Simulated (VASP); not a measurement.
# Zr (P6/mmm) in VASP: a series of runs

Runs on Zr. Level: PBE. Tasks: relaxation of cell and atoms.

Program: VASP 6.6.1. These are calculated values, not measurements. Logs are shortened: lines on timing, memory, paths and dates and some standing lists are left out, and cuts for length are marked.

### Step 1. The cell of the first run

It takes space group P6/mmm (No. 191, hexagonal). Conventional cell: a = 2.998 Å, b = 2.998 Å, c = 3.001 Å, α = 90.00°, β = 90.00°, γ = 120.00°. Zr (site symmetry 6/mmm) has 8 Zr at 3.00 Å within 3.9 Å.

This isn't the form of Zr at room conditions, which is hcp.

### Step 2. Relaxation of cell and atoms, PBE, target pressure 1.8 GPa, at which the enthalpy is minimised

The input, INCAR:

```
SYSTEM = Zr
ALGO = Normal
EDIFF = 1E-7
EDIFFG = -0.005
ENCUT = 600
GGA = PE
IBRION = 2
ISIF = 3
ISMEAR = -1
LASPH = .True.
LCHARG = .False.
LREAL = .False.
LWAVE = .False.
NELM = 60
NSW = 32
PREC = Accurate
PSTRESS = 18.0
SIGMA = 0.05
```

The input, KPOINTS:

```
k-points
0
Gamma
  14 14 13
  0 0 0
```

The input, POSCAR:

```
Zr
1.0
    2.9982244932      0.0000000000      0.0000000000
   -1.4991122466      2.5965385774      0.0000000000
    0.0000000000      0.0000000000      3.0006750627
Zr
1
Direct
    0.0000000000      0.0000000000      0.0000000000
```

Potentials or basis: VASP PAW PBE potentials, release 64 (Zr_sv).

Started as:

```sh
$ cat potpaw_PBE.64/Zr_sv/POTCAR > POTCAR
$ mpirun -np 1 vasp_std > vasp.out
```

OUTCAR:

```text
SYSTEM = Zr
   EDIFF = 1E-7
   EDIFFG = -0.005
   ENCUT = 600
   GGA = PE
   IBRION = 2
   ISIF = 3
   ISMEAR = -1
   LASPH = .True.
   LREAL = .False.
   NELM = 60
   NSW = 32
   PREC = Accurate
   PSTRESS = 18.0

 ion  position               nearest neighbor table
   1  0.000  0.000  0.000-

  LATTYP: Found a hexagonal cell.
 ALAT       =     2.9982244932
 C/A-ratio  =     1.0008173402

  Lattice vectors:

 A1 = (   2.9982244932,   0.0000000000,   0.0000000000)
 A2 = (  -1.4991122466,   2.5965385774,   0.0000000000)
 A3 = (   0.0000000000,   0.0000000000,   3.0006750627)

Analysis of symmetry for initial positions (statically):
=====================================================================
 Subroutine PRICEL returns:
 Original cell was already a primitive cell.

 Routine SETGRP: Setting up the symmetry group for a
 hexagonal supercell.

 Subroutine GETGRP returns: Found 24 space group operations
 (whereof 24 operations were pure point group operations)
 out of a pool of 24 trial point group operations.

The static configuration has the point symmetry D_6h.

Analysis of symmetry for dynamics (positions and initial velocities):
=====================================================================
 Subroutine PRICEL returns:
 Original cell was already a primitive cell.

 Routine SETGRP: Setting up the symmetry group for a
 hexagonal supercell.

 Subroutine GETGRP returns: Found 24 space group operations
 (whereof 24 operations were pure point group operations)
 out of a pool of 24 trial point group operations.

The dynamic configuration has the point symmetry D_6h.

 Subroutine INISYM returns: Found 24 space group operations
 (whereof 24 operations are pure point group operations),
 and found     1 'primitive' translations

----------------------------------------------------------------------------------------

                                     Primitive cell

  volume of cell :      23.3603

  direct lattice vectors                    reciprocal lattice vectors
     2.998224493  0.000000000  0.000000000     0.333530729  0.192564056  0.000000000
    -1.499112247  2.596538577  0.000000000     0.000000000  0.385128112  0.000000000
     0.000000000  0.000000000  3.000675063     0.000000000  0.000000000  0.333258343

  length of vectors
     2.998224493  2.998224493  3.000675063     0.385128112  0.385128112  0.333258343

  position of ions in fractional coordinates (direct lattice)
[... 93 lines left out ...]
   EFERMI_NEDOS =   21; number of points for ismear=-14 and -15
   IALGO  =     38    algorithm
   IMIX   =      4    mixing-type and parameters
     AMIX     =   0.40;   BMIX     =  1.00
     AMIX_MAG =   1.60;   BMIX_MAG =  1.00
  volume/ion in A,a.u.               =      23.36       157.64
  Fermi-wavevector in a.u.,A,eV,Ry     =   1.311121  2.477659 23.388919  1.719037
  Thomas-Fermi vector in A             =   2.441604
   LORBIT       =      0    0 simple, 1 ext, 2 COOP (PROOUT), +10 PAW based schemes
   GGA     = PE    functional components
   LHFCALC =     F    Hartree Fock is set to
   AEXX    =    0.0000 exact exchange contribution
   IVDW    =     0    specifies the selected vdW correction
   LEPSILON=     F    determine dielectric tensor
   LRPA    =     F    only Hartree local field effects (RPA)
 conjugate gradient relaxation of ions
 non-spin polarized calculation
  energy-cutoff  :      600.00
  volume of cell :       23.36
 maximum number of plane-waves:       800
 NGX is ok and might be reduce to    24
   NGX = 11   NGY = 11   NGZ = 11

--------------------------------------- Ionic step        1  -------------------------------------------

 number of electron      12.0000000 magnetization

 Free energy of the ion-electron system (eV)
  ---------------------------------------------------
  ext. energy  EPLUGINS =         0.00000000
  ---------------------------------------------------
  free energy    TOTEN  =        -8.15575635 eV

  energy without entropy =       -8.14998082  energy(sigma->0) =       -8.15286858

------------------------ aborting loop because EDIFF is reached ----------------------------------------

  FORCE on cell =-STRESS in cart. coord.  units (eV):
  Direction    XX          YY          ZZ          XY          YZ          ZX
  --------------------------------------------------------------------------------------
  -------------------------------------------------------------------------------------
  Total        0.2700439      0.2700439      0.2670324      0.0000000     -0.0000000      0.0000000
  in kB       18.5211118     18.5211118     18.3145650      0.0000000     -0.0000000      0.0000000
  external PRESSURE =       0.4522629 kB  Pullay stress =      18.0000000 kB
[... 61 lines left out ...]
--------------------------------------- Ionic step        3  -------------------------------------------

 number of electron      12.0000000 magnetization

 Free energy of the ion-electron system (eV)
  ---------------------------------------------------
  ext. energy  EPLUGINS =         0.00000000
  ---------------------------------------------------
  free energy    TOTEN  =        -8.15588290 eV

  energy without entropy =       -8.15010441  energy(sigma->0) =       -8.15299366

 E-fermi :   8.5454     XC(G=0): -11.0115

 val. band max:        8.5129638157   @ k =   0.2143   0.1429   0.0769
 cond. band min:       8.5484694037   @ k =   0.2143   0.2143   0.3846
 fundamental gap:      0.0355055879
 Fermi energy:         8.5453594392

 k-point     1 :       0.0000    0.0000    0.0000
  band No.  band energies     occupation
      1     -39.9998      2.00000
      2     -17.5731      2.00000
      3     -17.3209      2.00000
      4     -17.3209      2.00000
      5       3.4152      2.00000
      6       6.8953      2.00000
      7       9.8893      0.00000
      8       9.8893      0.00000
      9      14.2994      0.00000
     10      14.2994      0.00000
[... 287 lines left out ...]
 k-point    24 :       0.3571    0.2857    0.0000
  band No.  band energies     occupation
      1     -39.7713      2.00000
      2     -18.3515      2.00000
      3     -18.1503      2.00000
      4     -17.3868      2.00000
      5       7.9024      1.99999
      6       8.2743      1.99119
      7       8.6397      0.26306
      8      11.4305      0.00000
      9      11.9531      0.00000
     10      16.3844      0.00000

 [... further k-points ...]

------------------------ aborting loop because EDIFF is reached ----------------------------------------

  FORCE on cell =-STRESS in cart. coord.  units (eV):
  Direction    XX          YY          ZZ          XY          YZ          ZX
  --------------------------------------------------------------------------------------
  -------------------------------------------------------------------------------------
  Total        0.2623205      0.2623205      0.2625241      0.0000000     -0.0000000      0.0000000
  in kB       17.9828168     17.9828168     17.9967757      0.0000000     -0.0000000      0.0000000
  external PRESSURE =      -0.0125302 kB  Pullay stress =      18.0000000 kB
[... 20 lines left out ...]
  energy  without entropy=       -8.1501044132  energy(sigma->0) =       -8.15299366

  enthalpy is  TOTEN    =        -7.8933117572 eV   P V=        0.2625711446

 reached required accuracy - stopping structural energy minimisation
```

OSZICAR:

```text
N       E                     dE             d eps       ncg     rms          rms(c)
DAV:   1     0.981384319500E+02    0.98138E+02   -0.76353E+03  3360   0.133E+03
DAV:   2    -0.473748591159E+01   -0.10288E+03   -0.10065E+03  3694   0.317E+02
DAV:   3    -0.831379284927E+01   -0.35763E+01   -0.35114E+01  4586   0.528E+01
[... 22 lines left out ...]
DAV:   3    -0.815588016977E+01    0.34311E-05   -0.24217E-05  4804   0.428E-02    0.922E-03
DAV:   4    -0.815588139962E+01   -0.12299E-05   -0.60641E-07  4474   0.735E-03    0.433E-03
DAV:   5    -0.815588274087E+01   -0.13412E-05   -0.11686E-06  3860   0.636E-03    0.104E-03
DAV:   6    -0.815588285672E+01   -0.11586E-06   -0.26921E-08  1744   0.166E-03    0.383E-04
DAV:   7    -0.815588290186E+01   -0.45141E-07   -0.49721E-09  1696   0.834E-04
   3 F= -.78933118E+01 E0= -.78904225E+01  d E =-.132513E-05
```

Run time: 83 s. Hardware: 1 thread of AMD EPYC 7R13, shared host; peak memory 0.15 GiB.

What came out:

| Quantity | Value |
| --- | --- |
| Free energy | -8.1559 eV |
| Relaxed volume | 23.37 Å³/atom |
| Relaxed cell | a = 2.999 Å, b = 2.999 Å, c = 3.001 Å, α = 90.00°, β = 90.00°, γ = 120.00° |
| Space group after relaxing (to 0.1 Å) | P6/mmm (No. 191) |
| Energy change on relaxing (the run minimises the enthalpy) | -0.1 meV/atom |
| Ionic steps | 3 |
| Pressure after relaxing | 1.8 GPa |
| Band gap on the k mesh | zero (bands 6 and 7 overlap by 0.47 eV) |

The path:
| step | energy change (eV) | largest force (eV/Å) | pressure (GPa) | volume (Å³) |
| --- | --- | --- | --- | --- |
| 1 | 0.0000 | 0.0000 | 1.85 | 23.36 |
| 2 | -0.0003 | 0.0000 | 1.76 | 23.38 |
| 3 | -0.0001 | 0.0000 | 1.80 | 23.37 |

Final structure:
```
Zr
1.0
     2.99877    0.00000    0.00000
    -1.49939    2.59701    0.00000
     0.00000    0.00000    3.00101
Zr
1
Direct
  0.00000 0.00000 0.00000
```

Caveat: the cell is relaxed towards a set pressure, so the run minimises the enthalpy, not the energy.

(Continued in part 2 of 2.)

The gap in the log of VASP goes by the Fermi energy; the results here count the filled bands.